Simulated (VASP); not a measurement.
CoO (zincblende type), 2 atoms in the cell. The structure is cubic, space group F-43m (No. 216). Conventional cell: a = 4.499 Å, b = 4.499 Å, c = 4.499 Å, α = 90.00°, β = 90.00°, γ = 90.00°. Within 2.6 Å of Co (site symmetry -43m) lie 4 O at 1.95 Å. Within 2.6 Å of O (site symmetry -43m) lie 4 Co at 1.95 Å. 

* Program: VASP 6.6.1
* Task: single point
* Functional: PBE
* Potentials or basis: VASP PAW PBE potentials, release 64 (Co, O)
* Cutoff: 520 eV
* k mesh: 13 × 13 × 13
* Occupations: fermi-dirac, width 0.05 eV
* Spin: collinear spin, ferromagnetic start
* Starting moments: [2.0, 0.0] μB
* Dipole correction: no
* Further INCAR settings: ALGO = Normal; EDIFF = 1e-06; NBANDS = 18

Potentials or basis: VASP PAW PBE potentials, release 64 (Co, O).

Command:

```sh
$ cat potpaw_PBE.64/Co/POTCAR potpaw_PBE.64/O/POTCAR > POTCAR
$ mpirun -np 1 vasp_std > vasp.out
```

Hardware: 1 thread of AMD EPYC 9R45 96-Core Processor (Zen 5), with other jobs on the host.

Question: Estimate the wall time of this run.

Answer: Wall time 44 s on 1 thread of AMD EPYC 9R45 96-Core Processor (Zen 5), on a shared host, peak memory 0.16 GiB. Counts: scf iterations 16, k points 84.
